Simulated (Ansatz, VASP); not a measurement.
Two plane-wave programs on Zr

Contents of INCAR:

```
PREC = Accurate
ENCUT = 520
EDIFF = 1E-6
ISMEAR = -1
SIGMA = 0.1
LREAL = F
LASPH = T
NELM = 80
ALGO = Normal
ISIF = 2
LWAVE = F
LCHARG = T
GGA = B5
ALDAX = 1.0
AGGAX = 1.0
AGGAC = 1.0
ALDAC = 0.0
LELF = T
LVHAR = T
NBANDS = 19
```

File KPOINTS:

```
Automatic mesh
0
Gamma
  18 18 10
```

The input POSCAR:

```
Zr
1.0
    3.1771968374      0.0000000000      0.0000000000
   -1.5885984187      2.7515331740      0.0000000000
    0.0000000000      0.0000000000      5.0897439505
Zr
2
Direct
    0.3333333333      0.6666666667      0.2500000000
    0.6666666667      0.3333333333      0.7500000000
```

Input for Ansatz:

```yaml
crystal:
  lattice:
    - [3.1771968366, 0.0, 0.0]
    - [-1.5885984183, 2.7515331734, 0.0]
    - [0.0, 0.0, 5.0897439519]
  atoms:
    - { symbol: Zr, position: [0.3333333333, 0.6666666667, 0.25] }
    - { symbol: Zr, position: [0.6666666667, 0.3333333333, 0.75] }
hamiltonian:
  xc: blyp
  pseudopotentials:
    kind: paw
    azcp:
      Zr: "pseudopotentials/Zr.paw.azcp"
basis:
  ecutwfc: 420
  fft_grid_basis: typed
kpoints:
  mp_grid: { grid: [18, 18, 10], shift: [0, 0, 0] }
magnetization:
  spin_polarized: false
scf:
  occupations: { method: fermi_dirac, width: 0.1 }
output:
  stress: true
```

Alike in both runs: task single point; functional BLYP; k mesh 18 × 18 × 10; occupations fermi-dirac, width 0.1 eV; no spin polarisation.

|  | VASP | Ansatz |
| --- | --- | --- |
| version | VASP 6.6.1 | Ansatz 0.2.0 |
| potentials or method | VASP PAW PBE potentials, release 64 (Zr_sv), cutoff 520 eV | plane waves (420 eV) with PAW, scalar-relativistic |
| valence electrons in the cell | 24 | 24 |

Ansatz gave:

- pressure (GPa): 8.5
- traceless stress, the component that is largest in VASP (GPa): 0.63

Estimate VASP's values.

pressure (GPa): 8.6; traceless stress, the component that is largest in VASP (GPa): 0.68.

VASP's potentials were made for PBE, not for BLYP. The functional is the same, so the differences come from potentials, cutoffs and numerics.
